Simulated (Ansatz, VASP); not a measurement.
One calculation of Sc3Fe, two programs

```
CELL_PARAMETERS angstrom
4.33417 0.00000 0.00000
0.00000 4.33417 0.00000
0.00000 0.00000 4.33417
ATOMIC_POSITIONS crystal
Sc 0.00000 0.50000 0.50000
Sc 0.50000 0.00000 0.50000
Sc 0.50000 0.50000 0.00000
Fe 0.00000 0.00000 0.00000
```

Alike in both runs: task single point; functional PBE; k mesh 10 × 10 × 10; occupations gaussian, width 0.1 eV; collinear spin.

|  | VASP | Ansatz |
| --- | --- | --- |
| version | VASP 6.6.1 | Ansatz 0.2.0 |
| potentials or method | VASP PAW PBE potentials, release 64 (Sc_sv, Fe), cutoff 520 eV | scalar-relativistic, plane waves, PAW |
| valence electrons in the cell | 41 | 49 |

|  | VASP | Ansatz | Ansatz less VASP |
| --- | --- | --- | --- |
| gap on the k mesh at the Fermi level (eV) | none | none | - |
| pressure (GPa) | 0.1 | 0.0 | -0.07 |
| net moment per atom (μB) | 0.22 | 0.23 | +0.005 |
| size of the moment on the site where the two differ most (μB) | 2.31 | 2.37 | +0.054 |

Site moments also hang on the region over which each program counts them. A gap of «none» marks a metal or a gap that the smearing closes. VASP's potentials hold 41 valence electrons a cell and Ansatz's 49, so a difference there can come from the potentials and not from the codes.
